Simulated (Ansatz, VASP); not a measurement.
## Two plane-wave programs on Tl

```
Tl
1.0
     3.61243    0.00000    0.00000
    -1.80621    3.12846    0.00000
     0.00000    0.00000    5.56527
Tl
2
Direct
  0.33333 0.66667 0.75000
  0.66667 0.33333 0.25000
```

Alike in both runs: task relaxation of cell and atoms; functional PBE; k mesh 15 × 15 × 8; occupations gaussian, width 0.1 eV; no spin polarisation.

|  | VASP | Ansatz |
| --- | --- | --- |
| version | VASP 6.6.1 | Ansatz 0.2.0 |
| potentials or method | VASP PAW PBE potentials, release 64 (Tl_d), cutoff 600 eV | scalar-relativistic, plane waves, PAW |
| valence electrons in the cell | 26 | 26 |

|  | VASP | Ansatz | Ansatz less VASP |
| --- | --- | --- | --- |
| gap on the k mesh at the Fermi level, each at its own relaxed structure (eV) | none | none | - |
| relaxed volume (Å³/atom) | 31.43 | 31.45 | +0.021 |
| relaxed length of the cell vector where the two differ most in proportion (Å) | 3.612 | 3.612 | +0.0009 |

A gap of «none» marks a metal or a gap that the smearing closes.

Spin-orbit coupling is off throughout.
